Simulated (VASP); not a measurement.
# NdHf in VASP: further runs

NdHf is run at these levels: PBE; tasks: single point, relaxation of shape and atoms at fixed volume.

Everything below comes from runs of VASP 6.6.1. Logs are shortened: lines on timing, memory, paths and dates and some standing lists are left out, and cuts for length are marked.

## Step 1: The cell of the first run

The typed cell holds 8 atoms: a = 3.333 Å, b = 3.333 Å, c = 20.195 Å, α = 90.00°, β = 89.99°, γ = 90.04°.

## Step 2: Single point, PBE

INCAR reads:

```
ALGO = Normal
EDIFF = 1E-6
ENCUT = 500
GGA = PE
GGA_COMPAT = F
ISIF = 2
ISMEAR = 0
LASPH = T
LCHARG = F
LMAXMIX = 6
LREAL = F
LWAVE = F
NBANDS = 52
NELM = 200
PREC = Accurate
SIGMA = 0.2
```

KPOINTS reads:

```
k-points
0
Gamma
  6 6 1
```

POSCAR reads:

```
NdHf
1.0
    3.3326272044     -0.0010807396     -0.0000661928
   -0.0010591772      3.3329209019     -0.0001153917
    0.0033310951      0.0009287745     20.1951859015
Nd Hf
4 4
Direct
   -0.0009856074      0.4985968442      0.0748661070
    0.0010676539      0.5014598093      0.5748474620
    0.4995876153      0.9989883614      0.4251015669
    0.5004866896      1.0010442891      0.9251800238
   -0.0011277889      0.4983057924      0.3001528356
    0.0009023888      0.5016211746      0.8002029519
    0.4989676555     -0.0016610935      0.1998103163
    0.5011013933      0.0016448226      0.6998387362
```

Potentials or basis: VASP PAW PBE potentials, release 64 (Nd_3, Hf_pv), 4f in core.

The run is started by

```bash
cat potpaw_PBE.64/Nd_3/POTCAR potpaw_PBE.64/Hf_pv/POTCAR > POTCAR
mpirun -np 1 vasp_std > vasp.out
```

OUTCAR:

```text
EDIFF = 1E-6
   ENCUT = 500
   GGA = PE
   ISIF = 2
   ISMEAR = 0
   LASPH = T
   LREAL = F
   NELM = 200
   PREC = Accurate

 ion  position               nearest neighbor table
   1  0.999  0.499  0.075-   7 3.45   7 3.45   7 3.45   7 3.45
   2  0.001  0.501  0.575-   8 3.45   8 3.45   8 3.45   8 3.45
   3  0.500  0.999  0.425-   5 3.45   5 3.45   5 3.45   5 3.45
   4  0.500  0.001  0.925-   6 3.45   6 3.45   6 3.45   6 3.45
   5  0.999  0.498  0.300-   7 3.11   7 3.11   7 3.11   7 3.11   3 3.45   3 3.45   3 3.45   3 3.45

   6  0.001  0.502  0.800-   8 3.11   8 3.11   8 3.11   8 3.11   4 3.45   4 3.45   4 3.45   4 3.45

   7  0.499  0.998  0.200-   5 3.11   5 3.11   5 3.11   5 3.11   1 3.45   1 3.45   1 3.45   1 3.45

   8  0.501  0.002  0.700-   6 3.11   6 3.11   6 3.11   6 3.11   2 3.45   2 3.45   2 3.45   2 3.45

  LATTYP: Found a triclinic cell.
 ALAT       =     4.7117411240
 B/A-ratio  =     0.7073027343
 C/A-ratio  =     4.3441267827
 COS(alpha) =     0.0000385798
 COS(beta)  =     0.1152172140
 COS(gamma) =     0.7068485477

  Lattice vectors:

 A1 = (  -3.3315680272,  -3.3318401623,   0.0001815845)
 A2 = (  -3.3326272044,   0.0010807396,   0.0000661928)
 A3 = (  -0.0022719179,  -3.3338496764, -20.1950705098)

Analysis of symmetry for initial positions (statically):
=====================================================================
 Subroutine PRICEL returns:
 Original cell was already a primitive cell.

 Routine SETGRP: Setting up the symmetry group for a
 triclinic supercell.

 Subroutine GETGRP returns: Found  1 space group operations
 (whereof  1 operations were pure point group operations)
 out of a pool of  2 trial point group operations.

The static configuration has the point symmetry C_1 .

Analysis of symmetry for dynamics (positions and initial velocities):
=====================================================================
 Subroutine PRICEL returns:
 Original cell was already a primitive cell.

 Routine SETGRP: Setting up the symmetry group for a
 triclinic supercell.

 Subroutine GETGRP returns: Found  1 space group operations
 (whereof  1 operations were pure point group operations)
 out of a pool of  2 trial point group operations.

The dynamic configuration has the point symmetry C_1 .

[... 125 lines left out ...]
   LREAL  =      F    real-space projection
   EDIFFG = 0.1E-04   stopping-criterion for IOM
   NSW    =      0    number of steps for IOM
   IBRION =     -1    ionic relax: 0-MD 1-quasi-New 2-CG
   NFREE  =      0    steps in history (QN), initial steepest desc. (CG)
   ISIF   =      2    stress and relaxation
   ISYM   =      2    0-nonsym 1-usesym 2-fastsym
   POTIM  = 0.5000    time-step for ionic-motion
   TEBEG  =    0.0;   TEEND  =   0.0 temperature during run
   PSTRESS=    0.0 pullay stress
   NELECT =      84.0000    total number of electrons
   NUPDOWN=      -1.0000    fix difference up-down
   EMIN   =  10.00;   EMAX   =-10.00  energy-range for DOS
   EFERMI =   0.00;   METHOD = LEGACY
   ISMEAR =     0;   SIGMA  =   0.20  broadening in eV -4-tet -1-fermi 0-gaus
   EFERMI_NEDOS =   21; number of points for ismear=-14 and -15
   IALGO  =     38    algorithm
   IMIX   =      4    mixing-type and parameters
     AMIX     =   0.40;   BMIX     =  1.00
     AMIX_MAG =   1.60;   BMIX_MAG =  1.00
  volume/ion in A,a.u.               =      28.04       189.22
  Fermi-wavevector in a.u.,A,eV,Ry     =   1.179998  2.229874 18.944700  1.392396
  Thomas-Fermi vector in A             =   2.316299
   LORBIT       =      0    0 simple, 1 ext, 2 COOP (PROOUT), +10 PAW based schemes
   GGA     = PE    functional components
   LHFCALC =     F    Hartree Fock is set to
   AEXX    =    0.0000 exact exchange contribution
   IVDW    =     0    specifies the selected vdW correction
   LEPSILON=     F    determine dielectric tensor
   LRPA    =     F    only Hartree local field effects (RPA)
 non-spin polarized calculation
 Gauss-broadening in eV      SIGMA  =   0.20
  energy-cutoff  :      500.00
  volume of cell :      224.32
 maximum number of plane-waves:      5740
   NGX = 13   NGY = 13   NGZ = 73

 number of electron      83.9999996 magnetization

 Free energy of the ion-electron system (eV)
  ---------------------------------------------------
  ext. energy  EPLUGINS =         0.00000000
  ---------------------------------------------------
  free energy    TOTEN  =       -57.47706159 eV

  energy without entropy =      -57.24221512  energy(sigma->0) =      -57.35963835

 E-fermi :   4.0455     XC(G=0): -10.4362

 val. band max:        4.0431669725   @ k =  -0.1667   0.1667   0.0000
 cond. band min:       4.0462674410   @ k =   0.0000   0.3333   0.0000
 fundamental gap:      0.0031004684
 Fermi energy:         4.0455008114

 k-point     1 :       0.0000    0.0000    0.0000
  band No.  band energies     occupation
      1     -33.6464      2.00000
      2     -33.6461      2.00000
      3     -33.5973      2.00000
      4     -33.5968      2.00000
      5     -26.8081      2.00000
      6     -26.8072      2.00000
[... 1089 lines left out ...]
     51       6.5579      0.00000
     52       6.5643      0.00000

------------------------ aborting loop because EDIFF is reached ----------------------------------------

  FORCE on cell =-STRESS in cart. coord.  units (eV):
  Direction    XX          YY          ZZ          XY          YZ          ZX
  --------------------------------------------------------------------------------------
  -------------------------------------------------------------------------------------
  Total        0.1246821      0.1129180      0.4020679      0.0154844      0.0001116     -0.0051109
  in kB        0.8905433      0.8065185      2.8717752      0.1105976      0.0007973     -0.0365045
  external PRESSURE =       1.5229457 kB  Pullay stress =       0.0000000 kB

 VOLUME and BASIS-vectors are now :
 -----------------------------------------------------------------------------
  energy-cutoff  :      500.00
  volume of cell :      224.32
      direct lattice vectors                 reciprocal lattice vectors
     3.332627204 -0.001080740 -0.000066193     0.300063595  0.000095356 -0.000049498
    -0.001059177  3.332920902 -0.000115392     0.000097299  0.300037154 -0.000013815
     0.003331095  0.000928775 20.195185902     0.000000984  0.000001715  0.049516751

 POSITION                                       TOTAL-FORCE (eV/Angst)
 -----------------------------------------------------------------------------------
      3.32906      1.66077      1.51181         0.001904      0.002243     -0.031634
      0.00494      1.67186     11.60909        -0.001540     -0.002495     -0.030313
      1.66530      3.32940      8.58486        -0.000793      0.000796      0.032280
      1.67102      0.00380     18.68415        -0.000671     -0.001178      0.030055
      3.32934      1.66001      6.06152         0.002723      0.002390     -0.085204
      0.00514      1.67261     16.16019         0.000067     -0.001567     -0.088061
      1.66248      3.32703      4.03506        -0.000316      0.000463      0.085768
      1.67231      0.00559     14.13334        -0.001374     -0.000653      0.087109
 -----------------------------------------------------------------------------------
    total drift:                               -0.000008     -0.000004      0.000702

  FREE ENERGIE OF THE ION-ELECTRON SYSTEM (eV)
  ---------------------------------------------------
  free  energy   TOTEN  =       -57.4770615872 eV

  energy  without entropy=      -57.2422151184  energy(sigma->0) =      -57.35963835
```

OSZICAR:

```text
N       E                     dE             d eps       ncg     rms          rms(c)
DAV:   1     0.591870388861E+03    0.59187E+03   -0.42183E+04  2088   0.149E+03
DAV:   2    -0.154206513178E+02   -0.60729E+03   -0.59291E+03  2316   0.397E+02
DAV:   3    -0.576931939334E+02   -0.42273E+02   -0.40825E+02  3220   0.717E+01
[... 23 lines left out ...]
DAV:  27    -0.574770834438E+02    0.27220E-05   -0.96680E-07  1448   0.493E-03    0.104E-01
DAV:  28    -0.574770737057E+02    0.97381E-05   -0.88299E-06  2248   0.132E-02    0.879E-02
DAV:  29    -0.574770674262E+02    0.62794E-05   -0.66818E-06  2608   0.114E-02    0.586E-02
DAV:  30    -0.574770625035E+02    0.49227E-05   -0.87190E-06  2288   0.144E-02    0.250E-02
DAV:  31    -0.574770615872E+02    0.91626E-06   -0.43100E-06  2256   0.911E-03
   1 F= -.57477062E+02 E0= -.57359638E+02  d E =-.234846E+00
```

stdout:

```text
POSCAR found type information on POSCAR NdHf
 POSCAR found :  2 types and       8 ions
 scaLAPACK will be used
 LDA part: xc-table for (Slater+PW92), standard interpolation
 -----------------------------------------------------------------------------
|                                                                             |
|           W    W    AA    RRRRR   N    N  II  N    N   GGGG   !!!           |
|           W    W   A  A   R    R  NN   N  II  NN   N  G    G  !!!           |
|           W    W  A    A  R    R  N N  N  II  N N  N  G       !!!           |
|           W WW W  AAAAAA  RRRRR   N  N N  II  N  N N  G  GGG   !            |
|           WW  WW  A    A  R   R   N   NN  II  N   NN  G    G                |
|           W    W  A    A  R    R  N    N  II  N    N   GGGG   !!!           |
|                                                                             |
|     Your reciprocal lattice and k-lattice belong to different lattice       |
|     classes:                                                                |
|                                                                             |
|        The reciprocal lattice is triclinic,                                 |
|        whereas your k-lattice is base-centered monoclinic.                  |
|                                                                             |
|     Results are often still useful ...                                      |
|                                                                             |
 -----------------------------------------------------------------------------

 POSCAR, INCAR and KPOINTS ok, starting setup
 FFT: planning ... GRIDC
 FFT: planning ... GRID_SOFT
 FFT: planning ... GRID
 WAVECAR not read
 entering main loop
```

It took 3.4 min on 1 thread of Intel Xeon 6975P-C (Granite Rapids), shared host; peak memory 0.38 GiB.

Results:

| Property | Result |
| --- | --- |
| Free energy | -57.4771 eV |
| Pressure | 0.2 GPa |
| Largest force | 0.088 eV/Å |
| Band gap on the k mesh | zero (bands 42 and 43 overlap by 1.29 eV) |

Forces on the atoms (eV/Å):
```
Nd   0.002  0.002 -0.032
Nd  -0.002 -0.002 -0.030
Nd  -0.001  0.001  0.032
Nd  -0.001 -0.001  0.030
Hf   0.003  0.002 -0.085
Hf   0.000 -0.002 -0.088
Hf   0.000  0.000  0.086
Hf  -0.001 -0.001  0.087
```

Stress tensor (GPa, compression positive):
```
0.09 0.01 0.00
0.01 0.08 0.00
0.00 0.00 0.29
```

Caveat: spin-orbit coupling is left out, which moves the levels of the heavy elements; the 4f electrons are frozen in the core, so they carry no moment and show no levels.

(Part 1 of 2 ends here.)

The gap in the log of VASP goes by the Fermi energy; the results here count the filled bands.